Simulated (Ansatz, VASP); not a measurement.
**One calculation of TiC, two programs**

File INCAR:

```
SYSTEM = TiC
ALGO = Normal
EDIFF = 1E-8
ENCUT = 520
GGA = PE
ISIF = 2
ISMEAR = -1
LASPH = .True.
LCHARG = .False.
LEFG = .True.
LREAL = .False.
LWAVE = .False.
NBANDS = 15
NELM = 60
PREC = Accurate
SIGMA = 0.03
```

File KPOINTS:

```
k-points
0
Gamma
  16 16 16
  0 0 0
```

File POSCAR:

```
TiC
1.0
    0.0216400000      2.1748200000      2.1748200000
    2.1748200000      0.0216400000      2.1748200000
    2.1748200000      2.1748200000      0.0216400000
Ti C
1 1
Direct
    0.0000000000      0.0000000000      0.0000000000
    0.5000000000      0.5000000000      0.5000000000
```

Input for Ansatz:

```yaml
crystal:
  lattice:
    - [0.02164, 2.17482, 2.17482]
    - [2.17482, 0.02164, 2.17482]
    - [2.17482, 2.17482, 0.02164]
  atoms:
    - { symbol: Ti, position: [0.0, 0.0, 0.0] }
    - { symbol: C, position: [0.5, 0.5, 0.5] }
kpoints:
  mp_grid: { grid: [16, 16, 16] }
scf:
  occupations: { method: fermi_dirac, width: 0.03 }
hamiltonian:
  xc: pbe
  pseudopotentials: { kind: all_electron, datasets: crystal }
output:
  forces: true
  stress: true
  eigenvalues: true
  efg: { contact_densities: true }
```

Change from the starting cell: equal xy, yz and zx shear strains of +1 %, crystal datasets.

Alike in both runs: task electric field gradients; functional PBE; k mesh 16 × 16 × 16; occupations fermi-dirac, width 0.03 eV; no spin polarisation.

```csv
,VASP,Ansatz
version,VASP 6.6.1,Ansatz 0.2.0
potentials or method,"VASP PAW PBE potentials, release 64 (Ti_sv, C), cutoff 520 eV","all-electron PAW with datasets made for the crystal, scalar-relativistic"
```

VASP gave:

```
pressure (GPa)                                                : 1.1
traceless stress, the component that is largest in VASP (GPa) : -1.62
size of Vzz on the site where it differs most (V/Å²)          : 1.1
```

Which values does Ansatz return?

Pressure (GPa): 0.9; traceless stress, the component that is largest in VASP (GPa): -1.63; size of Vzz on the site where it differs most (V/Å²): 1.0.

Ansatz ran all-electron here, and VASP with PAW potentials.
